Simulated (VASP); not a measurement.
# Mg (Im-3m) in VASP: further runs, part 2 of 2

VASP 6.6.1. The steps go on from the part before.

### Step 3. Single point, PBE (20.18 Å³/atom)

This run uses another cell than the first one, of 20.18 Å³/atom.

Input file INCAR:

```
SYSTEM = Mg
  PREC = Accurate
  ENCUT = 520
  EDIFF = 1E-7
  ISMEAR = 0
  SIGMA = 0.1
  LREAL = .FALSE.
  LASPH = .TRUE.
  NELM = 60
  ALGO = Normal
  ISIF = 2
  LWAVE = .FALSE.
  LCHARG = .FALSE.
  GGA = PE
  NBANDS = 7
```

Input file KPOINTS:

```
regular mesh
0
G
  16 16 16
  0 0 0
```

Input file POSCAR:

```
Mg
1.0
   -1.7151889701      1.7151889701      1.7151889701
    1.7151889701     -1.7151889701      1.7151889701
    1.7151889701      1.7151889701     -1.7151889701
Mg
1
Direct
    0.0000000000      0.0000000000      0.0000000000
```

Potentials or basis: VASP PAW PBE potentials, release 64 (Mg).

Started as:

```sh
$ cat potpaw_PBE.64/Mg/POTCAR > POTCAR
$ mpirun -np 1 vasp_std > vasp.out
```

OUTCAR:

```text
SYSTEM = Mg
   PREC = Accurate
   ENCUT = 520
   EDIFF = 1E-7
   ISMEAR = 0
   LREAL = .FALSE.
   LASPH = .TRUE.
   NELM = 60
   ISIF = 2
   GGA = PE

 ion  position               nearest neighbor table
   1  0.000  0.000  0.000-

  LATTYP: Found a body centered cubic cell.
 ALAT       =     3.4303779402

  Lattice vectors:

 A1 = (  -1.7151889701,   1.7151889701,   1.7151889701)
 A2 = (   1.7151889701,  -1.7151889701,   1.7151889701)
 A3 = (   1.7151889701,   1.7151889701,  -1.7151889701)

Analysis of symmetry for initial positions (statically):
=====================================================================
 Subroutine PRICEL returns:
 Original cell was already a primitive cell.

 Routine SETGRP: Setting up the symmetry group for a
 body centered cubic supercell.

 Subroutine GETGRP returns: Found 48 space group operations
 (whereof 48 operations were pure point group operations)
 out of a pool of 48 trial point group operations.

The static configuration has the point symmetry O_h .

Analysis of symmetry for dynamics (positions and initial velocities):
=====================================================================
 Subroutine PRICEL returns:
 Original cell was already a primitive cell.

 Routine SETGRP: Setting up the symmetry group for a
 body centered cubic supercell.

 Subroutine GETGRP returns: Found 48 space group operations
 (whereof 48 operations were pure point group operations)
 out of a pool of 48 trial point group operations.

The dynamic configuration has the point symmetry O_h .

 Subroutine INISYM returns: Found 48 space group operations
 (whereof 48 operations are pure point group operations),
 and found     1 'primitive' translations

----------------------------------------------------------------------------------------

                                     Primitive cell

  volume of cell :      20.1835

  direct lattice vectors                    reciprocal lattice vectors
    -1.715188970  1.715188970  1.715188970     0.000000000  0.291513069  0.291513069
     1.715188970 -1.715188970  1.715188970     0.291513069  0.000000000  0.291513069
     1.715188970  1.715188970 -1.715188970     0.291513069  0.291513069  0.000000000

  length of vectors
     2.970794441  2.970794441  2.970794441     0.412261735  0.412261735  0.412261735

  position of ions in fractional coordinates (direct lattice)
     0.000000000  0.000000000  0.000000000

  ion indices of the primitive-cell ions
   primitive index   ion index
                 1           1

----------------------------------------------------------------------------------------

 KPOINTS: regular mesh

Automatic generation of k-mesh.
 Grid dimensions read from file:
 generate k-points for:   16   16   16

 Generating k-lattice:

  Cartesian coordinates                     Fractional coordinates (reciprocal lattice)
     0.000000000  0.018219567  0.018219567     0.062500000  0.000000000  0.000000000
     0.018219567  0.000000000  0.018219567     0.000000000  0.062500000  0.000000000
     0.018219567  0.018219567  0.000000000     0.000000000  0.000000000  0.062500000

  Length of vectors
     0.025766358  0.025766358  0.025766358

  Shift w.r.t. Gamma in fractional coordinates (k-lattice)
     0.000000000  0.000000000  0.000000000

 Subroutine IBZKPT returns following result:
 ===========================================

 Found    145 irreducible k-points:

 Following reciprocal coordinates:
            Coordinates               Weight
  0.000000  0.000000  0.000000      1.000000
  0.062500  0.000000  0.000000     12.000000
  0.125000  0.000000  0.000000     12.000000
  0.187500  0.000000  0.000000     12.000000
  0.250000  0.000000  0.000000     12.000000
  0.312500  0.000000  0.000000     12.000000
[... 16 lines left out ...]
  0.187500  0.187500  0.000000     24.000000
  0.250000  0.187500 -0.000000     48.000000
 [... further k-points ...]
   k-points           NKPTS =    145   k-points in BZ     NKDIM =    145   number of bands    NBANDS=      7
   number of dos      NEDOS =    301   number of ions     NIONS =      1
   total plane-waves  NPLWV =  13824
   dimension x,y,z NGX =    24 NGY =   24 NGZ =   24
   dimension x,y,z NGXF=    48 NGYF=   48 NGZF=   48
   ions per type =               1
   NGX,Y,Z   is equivalent  to a cutoff of  13.43, 13.43, 13.43 a.u.
   NGXF,Y,Z  is equivalent  to a cutoff of  26.86, 26.86, 26.86 a.u.
 SYSTEM =  Mg
   PREC   = accura    normal or accurate (medium, high low for compatibility)
   ISTART =      0    job   : 0-new  1-cont  2-samecut
   ICHARG =      2    charge: 1-file 2-atom 10-const
   ISPIN  =      1    spin polarized calculation?
   LNONCOLLINEAR =      F non collinear calculations
   LSORBIT =      F    spin-orbit coupling
   LASPH  =      T    aspherical Exc in radial PAW
   ENCUT  =  520.0 eV  38.22 Ry    6.18 a.u.   5.52  5.52  5.52*2*pi/ulx,y,z
   NELM   =     60;   NELMIN=  2; NELMDL= -5     # of ELM steps
   EDIFF  = 0.1E-06   stopping-criterion for ELM
   LREAL  =      F    real-space projection
   EDIFFG = 0.1E-05   stopping-criterion for IOM
   NSW    =      0    number of steps for IOM
   IBRION =     -1    ionic relax: 0-MD 1-quasi-New 2-CG
   NFREE  =      0    steps in history (QN), initial steepest desc. (CG)
   ISIF   =      2    stress and relaxation
   ISYM   =      2    0-nonsym 1-usesym 2-fastsym
   POTIM  = 0.5000    time-step for ionic-motion
   TEBEG  =    0.0;   TEEND  =   0.0 temperature during run
   PSTRESS=    0.0 pullay stress
   NELECT =       2.0000    total number of electrons
   NUPDOWN=      -1.0000    fix difference up-down
   EMIN   =  10.00;   EMAX   =-10.00  energy-range for DOS
   EFERMI =   0.00;   METHOD = LEGACY
   ISMEAR =     0;   SIGMA  =   0.10  broadening in eV -4-tet -1-fermi 0-gaus
   EFERMI_NEDOS =   21; number of points for ismear=-14 and -15
   IALGO  =     38    algorithm
   IMIX   =      4    mixing-type and parameters
     AMIX     =   0.40;   BMIX     =  1.00
     AMIX_MAG =   1.60;   BMIX_MAG =  1.00
  volume/ion in A,a.u.               =      20.18       136.20
  Fermi-wavevector in a.u.,A,eV,Ry     =   0.757564  1.431589  7.808434  0.573904
  Thomas-Fermi vector in A             =   1.855939
   LORBIT       =      0    0 simple, 1 ext, 2 COOP (PROOUT), +10 PAW based schemes
   GGA     = PE    functional components
   LHFCALC =     F    Hartree Fock is set to
   AEXX    =    0.0000 exact exchange contribution
   IVDW    =     0    specifies the selected vdW correction
   LEPSILON=     F    determine dielectric tensor
   LRPA    =     F    only Hartree local field effects (RPA)
 non-spin polarized calculation
 Gauss-broadening in eV      SIGMA  =   0.10
  energy-cutoff  :      520.00
  volume of cell :       20.18
 maximum number of plane-waves:       560
 NGX is ok and might be reduce to    24
   NGX = 11   NGY = 11   NGZ = 11

 number of electron       2.0000000 magnetization

 Free energy of the ion-electron system (eV)
  ---------------------------------------------------
  ext. energy  EPLUGINS =         0.00000000
  ---------------------------------------------------
  free energy    TOTEN  =        -1.43579477 eV

  energy without entropy =       -1.43369897  energy(sigma->0) =       -1.43474687

 E-fermi :   3.3754     XC(G=0):  -8.9021

 val. band max:        3.3272762780   @ k =   0.5000   0.5000   0.1875
 cond. band min:       3.3800470420   @ k =   0.3750   0.1250   0.0625
 fundamental gap:      0.0527707640
 Fermi energy:         3.3754251026

 k-point     1 :       0.0000    0.0000    0.0000
  band No.  band energies     occupation
      1      -4.1590      2.00000
      2      17.2740      0.00000
      3      17.2740      0.00000
      4      17.2740      0.00000
      5      19.4259      0.00000
      6      19.4259      0.00000
      7      20.3029      0.00000

 k-point     2 :       0.0625    0.0000    0.0000
  band No.  band energies     occupation
      1      -4.0587      2.00000
      2      16.1630      0.00000
      3      16.7518      0.00000
      4      16.9059      0.00000
      5      18.5733      0.00000
      6      18.6181      0.00000
      7      20.3624      0.00000
[... 201 lines left out ...]
 k-point    23 :       0.1875    0.1875    0.0000
  band No.  band energies     occupation
      1      -1.4935      2.00000
      2       8.4859      0.00000
      3       9.5540      0.00000
      4      13.6626      0.00000
      5      17.3413      0.00000
      6      18.6574      0.00000
      7      22.1391      0.00000

 k-point    24 :       0.2500    0.1875   -0.0000
  band No.  band energies     occupation
      1      -0.5292      2.00000
      2       6.8580      0.00000
      3       8.6846      0.00000
      4      13.1664      0.00000
      5      17.2474      0.00000
      6      19.0843      0.00000
      7      21.8758      0.00000

 [... further k-points ...]
[... 5 lines left out ...]
  --------------------------------------------------------------------------------------
  -------------------------------------------------------------------------------------
  Total        0.7132325      0.7132325      0.7132325      0.0000000     -0.0000000      0.0000000
  in kB       56.6168613     56.6168613     56.6168613      0.0000000     -0.0000000      0.0000000
  external PRESSURE =      56.6168613 kB  Pullay stress =       0.0000000 kB

 VOLUME and BASIS-vectors are now :
 -----------------------------------------------------------------------------
  energy-cutoff  :      520.00
  volume of cell :       20.18
      direct lattice vectors                 reciprocal lattice vectors
    -1.715188970  1.715188970  1.715188970     0.000000000  0.291513069  0.291513069
     1.715188970 -1.715188970  1.715188970     0.291513069  0.000000000  0.291513069
     1.715188970  1.715188970 -1.715188970     0.291513069  0.291513069  0.000000000

 POSITION                                       TOTAL-FORCE (eV/Angst)
 -----------------------------------------------------------------------------------
      0.00000      0.00000      0.00000        -0.000000     -0.000000      0.000000
 -----------------------------------------------------------------------------------
    total drift:                                0.000000      0.000000      0.000000

  FREE ENERGIE OF THE ION-ELECTRON SYSTEM (eV)
  ---------------------------------------------------
  free  energy   TOTEN  =        -1.4357947660 eV

  energy  without entropy=       -1.4336989734  energy(sigma->0) =       -1.43474687
```

OSZICAR:

```text
N       E                     dE             d eps       ncg     rms          rms(c)
DAV:   1    -0.750233972163E+00   -0.75023E+00   -0.77686E+02  2212   0.192E+02
DAV:   2    -0.144284129036E+01   -0.69261E+00   -0.67291E+00  2688   0.118E+01
DAV:   3    -0.144526124055E+01   -0.24200E-02   -0.24197E-02  2576   0.773E-01
DAV:   4    -0.144526528740E+01   -0.40468E-05   -0.40471E-05  2863   0.228E-02
DAV:   5    -0.144526530617E+01   -0.18772E-07   -0.18957E-07  2667   0.101E-03    0.674E-01
DAV:   6    -0.144045176831E+01    0.48135E-02   -0.15503E-04  2317   0.990E-02    0.430E-01
DAV:   7    -0.143579317339E+01    0.46586E-02   -0.74385E-04  2114   0.171E-01    0.230E-02
DAV:   8    -0.143579512533E+01   -0.19519E-05   -0.66726E-06  3066   0.154E-02    0.526E-03
DAV:   9    -0.143579480575E+01    0.31959E-06   -0.69586E-07  2275   0.356E-03    0.460E-04
DAV:  10    -0.143579476602E+01    0.39728E-07   -0.40241E-09  1834   0.335E-04
   1 F= -.14357948E+01 E0= -.14347469E+01  d E =-.209579E-02
```

Wall time 18 s (1 thread of Intel Xeon 8259CL, shared host); peak memory 0.15 GiB.

What came out:

| Property | Result |
| --- | --- |
| Free energy | -1.4358 eV |
| Pressure | 5.7 GPa |
| Band gap on the k mesh | zero (bands 1 and 2 overlap by 4.92 eV) |

Levels at points of the mesh, in eV from the Fermi level:
```csv
k point,band 1,band 2,band 3,band 4
"(0.00, 0.00, 0.00)",-7.53,13.90,13.90,13.90
"(0.50, 0.00, 0.00)",-1.69,-0.91,9.09,10.37
"(0.50, 0.50, 0.50)",4.02,4.02,4.25,4.25
```

Caveat: the cell stands under pressure.

### Step 4. Single point, PBE (21.56 Å³/atom)

This run uses another cell than the first one, of 21.56 Å³/atom.

Input file INCAR:

```
PREC = Accurate
ENCUT = 520
EDIFF = 1E-6
ISMEAR = 0
SIGMA = 0.1
LREAL = F
LASPH = T
NELM = 80
ALGO = Normal
ISIF = 2
LWAVE = F
LCHARG = F
GGA = PE
NBANDS = 7
```

Input file KPOINTS:

```
Automatic mesh
0
Gamma
  16 16 16
```

Input file POSCAR:

```
Mg
1.0
   -1.7533166985      1.7533166985      1.7533166985
    1.7533166985     -1.7533166985      1.7533166985
    1.7533166985      1.7533166985     -1.7533166985
Mg
1
Direct
    0.0000000000      0.0000000000      0.0000000000
```

Potentials or basis: VASP PAW PBE potentials, release 64 (Mg).

Started as:

```sh
$ cat potpaw_PBE.64/Mg/POTCAR > POTCAR
$ mpirun -np 1 vasp_std > vasp.out
```

OUTCAR:

```text
PREC = Accurate
   ENCUT = 520
   EDIFF = 1E-6
   ISMEAR = 0
   LREAL = F
   LASPH = T
   NELM = 80
   ISIF = 2
   GGA = PE

 ion  position               nearest neighbor table
   1  0.000  0.000  0.000-

  LATTYP: Found a body centered cubic cell.
 ALAT       =     3.5066333970

  Lattice vectors:

 A1 = (  -1.7533166985,   1.7533166985,   1.7533166985)
 A2 = (   1.7533166985,  -1.7533166985,   1.7533166985)
[... 417 lines left out ...]
      5      16.3573      0.00000
      6      18.0090      0.00000
      7      20.7418      0.00000

 [... further k-points ...]

------------------------ aborting loop because EDIFF is reached ----------------------------------------

  FORCE on cell =-STRESS in cart. coord.  units (eV):
  Direction    XX          YY          ZZ          XY          YZ          ZX
  --------------------------------------------------------------------------------------
  -------------------------------------------------------------------------------------
  Total        0.3134153      0.3134153      0.3134153      0.0000000     -0.0000000      0.0000000
  in kB       23.2910808     23.2910808     23.2910808      0.0000000     -0.0000000      0.0000000
  external PRESSURE =      23.2910808 kB  Pullay stress =       0.0000000 kB

 VOLUME and BASIS-vectors are now :
 -----------------------------------------------------------------------------
  energy-cutoff  :      520.00
  volume of cell :       21.56
      direct lattice vectors                 reciprocal lattice vectors
    -1.753316698  1.753316698  1.753316698     0.000000000  0.285173808  0.285173808
     1.753316698 -1.753316698  1.753316698     0.285173808  0.000000000  0.285173808
     1.753316698  1.753316698 -1.753316698     0.285173808  0.285173808  0.000000000

 POSITION                                       TOTAL-FORCE (eV/Angst)
 -----------------------------------------------------------------------------------
      0.00000      0.00000      0.00000         0.000000     -0.000000     -0.000000
 -----------------------------------------------------------------------------------
    total drift:                                0.000000      0.000000      0.000000

  FREE ENERGIE OF THE ION-ELECTRON SYSTEM (eV)
  ---------------------------------------------------
  free  energy   TOTEN  =        -1.4693840419 eV

  energy  without entropy=       -1.4672012293  energy(sigma->0) =       -1.46829264
```

It took 15 s on 1 thread of Intel Xeon 8259CL, shared host; peak memory 0.15 GiB.

Results:

```yaml
Free_energy: -1.4694 eV
Pressure: 2.3 GPa
Band_gap_on_the_k_mesh: zero (bands 1 and 2 overlap by 4.92 eV)
```

Levels at points of the mesh, in eV from the Fermi level:
| k point | band 1 | band 2 | band 3 | band 4 |
| --- | --- | --- | --- | --- |
| (0.00, 0.00, 0.00) | -7.24 | 13.43 | 13.43 | 13.43 |
| (0.50, 0.00, 0.00) | -1.60 | -0.92 | 8.84 | 9.81 |
| (0.50, 0.50, 0.50) | 4.00 | 4.00 | 4.03 | 4.03 |

### Step 5. Single point, PBE (22.25 Å³/atom)

This run uses another cell than the first one, of 22.25 Å³/atom.

Input file INCAR:

```
SYSTEM = Mg
  PREC = Accurate
  ENCUT = 520
  EDIFF = 1E-6
  ISMEAR = 0
  SIGMA = 0.1
  LREAL = .False.
  LASPH = .True.
  NELM = 100
  ALGO = Fast
  ISIF = 2
  LWAVE = .False.
  LCHARG = .True.
  GGA = PE
  LELF = .True.
  LVHAR = .True.
  NBANDS = 7
```

Input file KPOINTS:

```
Automatic mesh
0
Gamma
  16 16 16
  0 0 0
```

Input file POSCAR:

```
Mg
1.0
   -1.7717740201      1.7717740201      1.7717740201
    1.7717740201     -1.7717740201      1.7717740201
    1.7717740201      1.7717740201     -1.7717740201
Mg
1
Direct
    0.0000000000      0.0000000000      0.0000000000
```

Started as:

```sh
$ cat potpaw_PBE.64/Mg/POTCAR > POTCAR
$ mpirun -np 1 vasp_std > vasp.out
```

Run time: 14 s. Hardware: 1 thread of Intel Xeon 8259CL, shared host; peak memory 0.15 GiB.

The run converged. Its results:

```yaml
Free_energy: -1.4765 eV
Pressure: 1.0 GPa
Band_gap_on_the_k_mesh: zero (bands 1 and 2 overlap by 4.86 eV)
```

Levels at points of the mesh, in eV from the Fermi level:
```
           k point  band 1  band 2  band 3  band 4
(0.00, 0.00, 0.00)   -7.10   13.21   13.21   13.21
(0.50, 0.00, 0.00)   -1.55   -0.93    8.72    9.56
(0.50, 0.50, 0.50)    3.93    3.93    3.93    3.99
```

### Step 6. Single point, PBE (23.62 Å³/atom)

This run uses another cell than the first one, of 23.62 Å³/atom.

Input file INCAR:

```
ALGO = Fast ; EDIFF = 1E-6
ENCUT = 520 ; GGA = PE
ISIF = 2 ; ISMEAR = 0
LASPH = T ; LCHARG = F
LREAL = F ; LWAVE = F
NBANDS = 7 ; NELM = 100
PREC = Accurate ; SIGMA = 0.1
```

Input file KPOINTS:

```
k-points
0
Gamma
  16 16 16
```

Input file POSCAR:

```
Mg
1.0
   -1.8075770808      1.8075770808      1.8075770808
    1.8075770808     -1.8075770808      1.8075770808
    1.8075770808      1.8075770808     -1.8075770808
Mg
1
Direct
    0.0000000000      0.0000000000      0.0000000000
```

Potentials or basis: VASP PAW PBE potentials, release 64 (Mg).

Started as:

```sh
$ cat potpaw_PBE.64/Mg/POTCAR > POTCAR
$ mpirun -np 1 vasp_std > vasp.out
```

Wall time 16 s (1 thread of Intel Xeon 8259CL, shared host); peak memory 0.15 GiB.

It converged, with:

* Free energy: -1.4757 eV
* Pressure: -1.1 GPa
* Band gap on the k mesh: zero (bands 1 and 2 overlap by 4.69 eV)

Levels at points of the mesh, in eV from the Fermi level:
```tsv
k point	band 1	band 2	band 3	band 4	band 5
(0.00, 0.00, 0.00)	-6.84	12.80	12.80	12.80	14.71
(0.50, 0.00, 0.00)	-1.46	-0.94	8.50	9.09	9.99
(0.50, 0.50, 0.50)	3.75	3.75	3.75	3.98	3.98
```

### Step 7. Summary

| cell | gap on the mesh (eV) | pressure (GPa) |
| --- | --- | --- |
| a = 3.004 Å, angles 109.5°, 1 atom | none | 3.9 |
| a = 2.971 Å, angles 109.5°, 1 atom | none | 5.7 |
| a = 3.037 Å, angles 109.5°, 1 atom | none | 2.3 |
| a = 3.069 Å, angles 109.5°, 1 atom | none | 1.0 |
| a = 3.131 Å, angles 109.5°, 1 atom | none | -1.1 |

Alike in all rows: task single point; level PBE; potentials or basis VASP PAW PBE potentials, release 64 (Mg); no spin polarisation; k mesh 16 × 16 × 16; cutoff (eV) 520; smearing gaussian 0.1 eV.

Caveats: the cell stands under pressure (at least some runs).

Absolute energies hang on the potentials; compare differences alone.
